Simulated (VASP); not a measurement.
Input of a VASP 6.6.1 run:

INCAR

```
ALGO = Normal
EDIFF = 1E-6
EDIFFG = -0.01
ENCUT = 600
GGA = RP
IBRION = 2
ISIF = 3
ISMEAR = -1
LASPH = T
LCHARG = F
LREAL = F
LWAVE = F
NELM = 60
NSW = 80
PREC = Accurate
SIGMA = 0.1
```

Contents of KPOINTS:

```
k-points
0
Gamma
  5 5 5
```

Contents of POSCAR:

```
Nb
1.0
    5.2390584319      0.0000000000      0.0000000000
    0.0000000000      5.2390584319      0.0000000000
    0.0000000000      0.0000000000      5.2390584319
Nb
8
Direct
    0.0000000000      0.0000000000      0.0000000000
    0.5000000000      0.5000000000      0.5000000000
    0.2500000000      0.0000000000      0.5000000000
    0.7500000000      0.0000000000      0.5000000000
    0.5000000000      0.2500000000      0.0000000000
    0.5000000000      0.7500000000      0.0000000000
    0.0000000000      0.5000000000      0.2500000000
    0.0000000000      0.5000000000      0.7500000000
```

Potentials or basis: VASP PAW PBE potentials, release 64 (Nb_sv).

Run with:

```bash
$ cat potpaw_PBE.64/Nb_sv/POTCAR > POTCAR
$ mpirun -np 1 vasp_std > vasp.out
```

(1) What does it give for the space group after relaxing (to 0.1 Å)?

(2) Estimate the band gap on the k mesh.

Answers

(1) Pm-3n (No. 223).

(2) zero (bands 52 and 53 overlap by 0.35 eV).
